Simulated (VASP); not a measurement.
A run of VASP 6.6.1:

INCAR

```
PREC     = Accurate       # precision mode
ENCUT    = 500            # plane-wave cutoff, eV
EDIFF    = 1E-6           # SCF threshold, eV
ISMEAR   = 0              # smearing method
SIGMA    = 0.01           # smearing width, eV
LREAL    = F              # projectors in reciprocal space
LASPH    = T              # aspherical terms in the spheres
NELM     = 120            # most SCF steps
ALGO     = Normal         # electronic algorithm
ISIF     = 2              # what is computed and relaxed
LWAVE    = F              # write WAVECAR
LCHARG   = F              # write CHGCAR
GGA      = PS             # functional
NBANDS   = 11             # bands
GGA_COMPAT= F
```

KPOINTS

```
Automatic mesh
0
Gamma
  8 8 8
```

POSCAR

```
NaH
1.0
    2.4076552300      2.4076552300      0.0000000000
   -2.4076552300      2.4076552300      0.0000000000
    0.0000000000      2.4076552300      2.3884898152
Na H
1 1
Direct
    0.0000000000      0.0000000000      0.0000000000
    0.5000000000      0.5000000000      0.0000000000
```

Potentials or basis: VASP PAW PBE potentials, release 64 (Na_pv, H).

Command:

```bash
$ cat potpaw_PBE.64/Na_pv/POTCAR potpaw_PBE.64/H/POTCAR > POTCAR
$ mpirun -np 1 vasp_std > vasp.out
```

Hardware: 1 thread of Intel Xeon 8259CL, with other jobs on the host.

How long does it take, and how much memory?

It took 33 s on 1 thread of Intel Xeon 8259CL (shared host), peak memory 0.15 GiB. Counts: scf iterations 11, k points 59.
